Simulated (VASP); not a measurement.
# BaS (I4/mmm) in VASP: further runs, part 2 of 2

VASP 6.6.1. The steps go on from the part before.

## (3) Single point, r2SCAN (strain -0.040 along x and y, -0.080 along z)

POSCAR

```
BaS
1.0
    0.0000000000      3.0660000000      2.9382500000
    3.0660000000      0.0000000000      2.9382500000
    3.0660000000      3.0660000000      0.0000000000
Ba S
1 1
Direct
    0.0000000000      0.0000000000      0.0000000000
    0.5000000000      0.5000000000      0.5000000000
```

INCAR.step1

```
PREC = Accurate
ENCUT = 520
ISMEAR = 0
SIGMA = 0.05
LREAL = F
LASPH = T
NELM = 100
NBANDS = 15
GGA = PE
ALGO = Normal
EDIFF = 1E-4
LWAVE = T
LCHARG = F
```

INCAR.step2

```
PREC = Accurate
ENCUT = 520
EDIFF = 1E-6
ISMEAR = 0
SIGMA = 0.05
LREAL = F
LASPH = T
NELM = 100
ALGO = Normal
ISIF = 2
LWAVE = F
LCHARG = F
METAGGA = R2SCAN
LMIXTAU = T
NBANDS = 15
ISTART = 1
```

KPOINTS

```
regular mesh
0
Gamma
  6 6 6
```

Potentials or basis: VASP PAW PBE potentials, release 64 (Ba_sv, S).

Run with:

```sh
$ cat potpaw_PBE.64/Ba_sv/POTCAR potpaw_PBE.64/S/POTCAR > POTCAR
$ cp INCAR.step1 INCAR
$ mpirun -np 1 vasp_std > vasp.out
$ cp INCAR.step2 INCAR
$ mpirun -np 1 vasp_std > vasp.out
```

OUTCAR:

```text
PREC = Accurate
   ENCUT = 520
   EDIFF = 1E-6
   ISMEAR = 0
   LREAL = F
   LASPH = T
   NELM = 100
   ISIF = 2
   METAGGA = R2SCAN
   ISTART = 1

 ion  position               nearest neighbor table
   1  0.000  0.000  0.000-   2 2.94   2 2.94   2 3.07   2 3.07   2 3.07   2 3.07
   2  0.500  0.500  0.500-   1 2.94   1 2.94   1 3.07   1 3.07   1 3.07   1 3.07

  LATTYP: Found a body centered tetragonal cell.
 ALAT       =     4.3359787822
 C/A-ratio  =     1.3552879973

[... 618 lines left out ...]

 [... further k-points ...]

------------------------ aborting loop because EDIFF is reached ----------------------------------------

  FORCE on cell =-STRESS in cart. coord.  units (eV):
  Direction    XX          YY          ZZ          XY          YZ          ZX
  --------------------------------------------------------------------------------------
  -------------------------------------------------------------------------------------
  Total        3.6700387      3.6700387      6.8023222      0.0000000     -0.0000000      0.0000000
  in kB      106.4432648    106.4432648    197.2898478      0.0000000     -0.0000000      0.0000000
  external PRESSURE =     136.7254592 kB  Pullay stress =       0.0000000 kB

 VOLUME and BASIS-vectors are now :
 -----------------------------------------------------------------------------
  energy-cutoff  :      520.00
  volume of cell :       55.24
      direct lattice vectors                 reciprocal lattice vectors
     0.000000000  3.066000000  2.938250000    -0.163078930  0.163078930  0.170169318
     3.066000000  0.000000000  2.938250000     0.163078930 -0.163078930  0.170169318
     3.066000000  3.066000000  0.000000000     0.163078930  0.163078930 -0.170169318

 POSITION                                       TOTAL-FORCE (eV/Angst)
 -----------------------------------------------------------------------------------
      0.00000      0.00000      0.00000         0.000000     -0.000000      0.000000
      3.06600      3.06600      2.93825        -0.000000      0.000000      0.000000
 -----------------------------------------------------------------------------------
    total drift:                                0.000000     -0.000000     -0.000000

  FREE ENERGIE OF THE ION-ELECTRON SYSTEM (eV)
  ---------------------------------------------------
  free  energy   TOTEN  =       -38.7490112316 eV

  energy  without entropy=      -38.7490112316  energy(sigma->0) =      -38.74901123
```

OSZICAR.step1:

```text
N       E                     dE             d eps       ncg     rms          rms(c)
DAV:   1     0.789844278991E+02    0.78984E+02   -0.70197E+03   900   0.947E+02
DAV:   2    -0.599427834694E+01   -0.84979E+02   -0.76541E+02  1263   0.175E+02
DAV:   3    -0.101407437588E+02   -0.41465E+01   -0.41105E+01  1154   0.391E+01
DAV:   4    -0.102167266283E+02   -0.75983E-01   -0.75936E-01  1179   0.559E+00
DAV:   5    -0.102188456592E+02   -0.21190E-02   -0.21190E-02  1154   0.764E-01    0.644E+00
DAV:   6    -0.974901736800E+01    0.46983E+00   -0.61914E-01  1075   0.488E+00    0.448E+00
DAV:   7    -0.974251069971E+01    0.65067E-02   -0.18825E-01  1154   0.254E+00    0.239E+00
DAV:   8    -0.975257435632E+01   -0.10064E-01   -0.22453E-02  1033   0.114E+00    0.278E-01
DAV:   9    -0.975256533500E+01    0.90213E-05   -0.34201E-03  1173   0.434E-01    0.876E-02
DAV:  10    -0.975305032400E+01   -0.48499E-03   -0.65754E-04   998   0.200E-01    0.347E-02
DAV:  11    -0.975307978471E+01   -0.29461E-04   -0.10559E-04   958   0.784E-02
   1 F= -.97530798E+01 E0= -.97530798E+01  d E =-.524069E-18
```

Wall time 30 s (1 thread of Intel Xeon 6975P-C (Granite Rapids), shared host); peak memory 0.2 GiB.

What came out:

| Quantity | Value |
| --- | --- |
| Free energy | -38.7490 eV |
| Pressure | 13.7 GPa |
| Band gap on the k mesh | 1.83 eV (least direct gap 1.88 eV) |

Levels at points of the mesh, in eV from the valence-band top:
| k point | band 4 | band 5 | band 6 | band 7 | band 8 | band 9 | band 10 | band 11 | band 12 | band 13 |
| --- | --- | --- | --- | --- | --- | --- | --- | --- | --- | --- |
| (0.00, 0.00, 0.00) | -11.16 | -11.16 | -0.32 | -0.32 | -0.03 | 3.91 | 3.91 | 4.27 | 4.65 | 5.09 |
| (0.50, 0.00, 0.00) | -11.21 | -9.01 | -2.53 | -1.71 | -1.69 | 6.39 | 6.41 | 7.21 | 7.35 | 9.72 |
| (0.50, 0.50, 0.00) | -11.55 | -11.31 | -0.31 | -0.31 | -0.18 | 1.83 | 6.76 | 7.65 | 8.62 | 8.62 |
| (0.50, 0.00, 0.50) | -11.44 | -11.29 | -0.56 | -0.35 | 0.00 | 1.88 | 6.52 | 7.74 | 8.50 | 8.95 |

Caveat: the cell differs from its parent crystal (strain -0.040 along x and y, -0.080 along z); the cell stands under pressure; the PAW data sets were made with another functional, which shifts forces and pressure a little; spin-orbit coupling is left out, which moves the levels of the heavy elements.
